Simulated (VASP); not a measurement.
# C in VASP: a series of runs, part 2 of 2

VASP 6.6.1.

### Step 4. Electric field gradients, LDA (equal xy, yz and zx shear strains of +2 %)

Contents of INCAR:

```
PREC = Accurate
ENCUT = 520
EDIFF = 1E-8
ISMEAR = -1
SIGMA = 0.03
LREAL = False
LASPH = True
NELM = 100
ALGO = Normal
ISIF = 2
LWAVE = False
LCHARG = False
LEFG = True
NBANDS = 11
```

Contents of KPOINTS:

```
Automatic mesh
0
Gamma
  16 16 16
```

Contents of POSCAR:

```
C
1.0
    0.0356680000      1.8012340000      1.8012340000
    1.8012340000      0.0356680000      1.8012340000
    1.8012340000      1.8012340000      0.0356680000
C
2
Direct
    0.5000000000      0.5000000000      0.5000000000
    0.7500000000      0.7500000000      0.7500000000
```

Potentials or basis: VASP PAW LDA potentials, release 64 (C).

The run is started by

```
cat potpaw_LDA.64/C/POTCAR > POTCAR
mpirun -np 1 vasp_std > vasp.out
```

OUTCAR:

```text
PREC = Accurate
   ENCUT = 520
   EDIFF = 1E-8
   ISMEAR = -1
   LREAL = False
   LASPH = True
   NELM = 100
   ISIF = 2

 ion  position               nearest neighbor table
   1  0.500  0.500  0.500-   2 1.53   2 1.53   2 1.53   2 1.58
   2  0.750  0.750  0.750-   1 1.53   1 1.53   1 1.53   1 1.58

  LATTYP: Found a trigonal (rhomboedric) cell.
 ALAT       =     2.5475792533
 COS(alpha) =     0.5197000882

  Lattice vectors:

 A1 = (   0.0356680000,   1.8012340000,   1.8012340000)
 A2 = (   1.8012340000,   0.0356680000,   1.8012340000)
 A3 = (   1.8012340000,   1.8012340000,   0.0356680000)

Analysis of symmetry for initial positions (statically):
=====================================================================
 Subroutine PRICEL returns:
 Original cell was already a primitive cell.

 Routine SETGRP: Setting up the symmetry group for a
 trigonal (rhombohedral) supercell.

 Subroutine GETGRP returns: Found 12 space group operations
 (whereof  6 operations were pure point group operations)
 out of a pool of 12 trial point group operations.

The static configuration has the point symmetry C_3v.
 The point group associated with its full space group is D_3d.

Analysis of symmetry for dynamics (positions and initial velocities):
=====================================================================
 Subroutine PRICEL returns:
 Original cell was already a primitive cell.

 Routine SETGRP: Setting up the symmetry group for a
 trigonal (rhombohedral) supercell.

 Subroutine GETGRP returns: Found 12 space group operations
 (whereof  6 operations were pure point group operations)
 out of a pool of 12 trial point group operations.

The dynamic configuration has the point symmetry C_3v.
 The point group associated with its full space group is D_3d.

[... 164 lines left out ...]
     11      36.3775      0.00000
[... 309 lines left out ...]
 k-point    24 :      -0.0625    0.0625    0.0000
  band No.  band energies     occupation
      1     -11.3043      2.00000
      2       8.3316      2.00000
      3       8.7123      2.00000
      4       9.5342      2.00000
      5      15.0640      0.00000
      6      16.2883      0.00000
      7      16.4968      0.00000
      8      23.5416      0.00000
      9      29.2180      0.00000
     10      32.6515      0.00000
     11      34.1859      0.00000

 [... further k-points ...]
[... 5 lines left out ...]
  --------------------------------------------------------------------------------------
  -------------------------------------------------------------------------------------
  Total       -0.7812340     -0.7812340     -0.7812340     -0.7743957     -0.7743957     -0.7743957
  in kB     -110.3684366   -110.3684366   -110.3684366   -109.4023607   -109.4023607   -109.4023607
  external PRESSURE =    -110.3684366 kB  Pullay stress =       0.0000000 kB

 VOLUME and BASIS-vectors are now :
 -----------------------------------------------------------------------------
  energy-cutoff  :      520.00
  volume of cell :       11.34
      direct lattice vectors                 reciprocal lattice vectors
     0.035668000  1.801234000  1.801234000    -0.285971728  0.280418879  0.280418879
     1.801234000  0.035668000  1.801234000     0.280418879 -0.285971728  0.280418879
     1.801234000  1.801234000  0.035668000     0.280418879  0.280418879 -0.285971728

 POSITION                                       TOTAL-FORCE (eV/Angst)
 -----------------------------------------------------------------------------------
      1.81907      1.81907      1.81907         0.026401      0.026401      0.026401
      2.72860      2.72860      2.72860        -0.026401     -0.026401     -0.026401
 -----------------------------------------------------------------------------------
    total drift:                                0.000000     -0.000000      0.000000

  FREE ENERGIE OF THE ION-ELECTRON SYSTEM (eV)
  ---------------------------------------------------
  free  energy   TOTEN  =       -20.2121988531 eV

  energy  without entropy=      -20.2121988530  energy(sigma->0) =      -20.21219885

 Electric field gradients (V/A^2)
---------------------------------------------------------------------
 ion       V_xx      V_yy      V_zz      V_xy      V_xz      V_yz
---------------------------------------------------------------------
   1      -0.000     0.000    -0.000     2.195     2.195     2.195
   2      -0.000    -0.000    -0.000     2.195     2.195     2.195
---------------------------------------------------------------------

 Electric field gradients after diagonalization (V/A^2)
 (convention: |V_zz| > |V_xx| > |V_yy|)
----------------------------------------------------------------------
 ion       V_xx      V_yy      V_zz     asymmetry (V_yy - V_xx)/ V_zz
----------------------------------------------------------------------
   1      -2.195    -2.195     4.391       0.000
   2      -2.195    -2.195     4.391       0.000
----------------------------------------------------------------------

           NMR quadrupolar parameters

 Cq : quadrupolar parameter    Cq=e*Q*V_zz/h
 eta: asymmetry parameters     (V_yy - V_xx)/ V_zz
 Q  : nuclear electric quadrupole moment in mb (millibarn)
----------------------------------------------------------------------
 ion       Cq(MHz)       eta       Q (mb)
----------------------------------------------------------------------
   1       0.011       0.000       1.000
   2       0.011       0.000       1.000
----------------------------------------------------------------------
```

stdout:

```text
POSCAR found type information on POSCAR C
 POSCAR found :  1 types and       2 ions
 scaLAPACK will be used
 LDA part: xc-table for (Slater(with rela. corr.)+CA(PZ))
 , standard interpolation
 POSCAR, INCAR and KPOINTS ok, starting setup
 FFT: planning ... GRIDC
 FFT: planning ... GRID_SOFT
 FFT: planning ... GRID
 WAVECAR not read
 entering main loop
ion   1

ion   2
```

It took 1.9 min on 1 thread of Intel Xeon 8259CL, shared host; peak memory 0.14 GiB.

Results:

```yaml
Free_energy: -20.2122 eV
Pressure: -11.0 GPa
Largest_force: 0.046 eV/Å
Band_gap_on_the_k_mesh: 4.05 eV, indirect (least direct gap 4.88 eV)
```

Forces in eV/Å, atoms in the order of the input:
```
C    0.026  0.026  0.026
C   -0.026 -0.026 -0.026
```

Electric field gradients, principal values (V/Å²):
| atom | least | middle | greatest (by size) |
| --- | --- | --- | --- |
| 1 C | -2.195 | -2.195 | 4.391 |
| 2 C | -2.195 | -2.195 | 4.391 |

Caveat: the cell differs from its parent crystal (equal xy, yz and zx shear strains of +2 %); without QUAD_EFG the Cq values of the log hold for a quadrupole moment of 1 mb, not for the nuclei. A k mesh can miss the band edges.
